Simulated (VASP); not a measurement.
A run of VASP 6.6.1 is set up as follows.

The input INCAR:

```
SYSTEM = W
ALGO     = Fast           ! electronic algorithm
EDIFF    = 1E-6           ! SCF threshold, eV
ENCUT    = 520            ! plane-wave cutoff, eV
GGA      = PE             ! functional
ISIF     = 2              ! what is computed and relaxed
ISMEAR   = -1             ! smearing method
LASPH    = .True.         ! aspherical terms in the spheres
LCHARG   = .False.        ! write CHGCAR
LREAL    = .False.        ! projectors in reciprocal space
LWAVE    = .False.        ! write WAVECAR
NBANDS   = 13             ! bands
NELM     = 80             ! most SCF steps
PREC     = Accurate       ! precision mode
SIGMA    = 0.4            ! smearing width, eV
```

Contents of KPOINTS:

```
k-points
0
Gamma
  20 20 20
  0 0 0
```

Contents of POSCAR:

```
W
1.0
   -1.5973000000      1.5973000000      1.5973000000
    1.5973000000     -1.5973000000      1.5973000000
    1.5973000000      1.5973000000     -1.5973000000
W
1
Direct
    0.0000000000      0.0000000000      0.0000000000
```

Potentials or basis: VASP PAW PBE potentials, release 64 (W_sv).

Launch:

```sh
$ cat potpaw_PBE.64/W_sv/POTCAR > POTCAR
$ mpirun -np 1 vasp_std > vasp.out
```

Task: Predict the pressure.

Result: -1.3 GPa.

Task: Predict the band gap on the k mesh.

Result: Zero (band 7 reaches 16.03 eV, above the bottom of band 8 at 9.87 eV).

Caveat: spin-orbit coupling is left out, which moves the levels of the heavy elements.
